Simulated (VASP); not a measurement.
Runs of VASP 6.6.1 on NaH. The structure is that of space group Fm-3m (No. 225), or close to it. The cells are those of the table. 

```csv
cell,gap on the mesh (eV),pressure (GPa)
"a = 3.451 Å, angles 60.0°, 2 atoms",3.71,(c)
"a = 3.382 Å, angles 60.0°, 2 atoms",3.81,(a)
"a = 3.274 Å, angles 60.0°, 2 atoms",(b),3.8
"a = 3.484 Å, angles 60.0°, 2 atoms",3.66,-1.3
```

Alike in all rows: task single point; level PBE; potentials or basis VASP PAW PBE potentials, release 64 (Na_pv, H); no spin polarisation; k mesh 8 × 8 × 8; cutoff (eV) 520; smearing gaussian 0.02 eV.

Task: Estimate the missing entries.

Result: (a) 0.7; (b) 3.98; (c) -0.7.

A k mesh can miss the band edges.
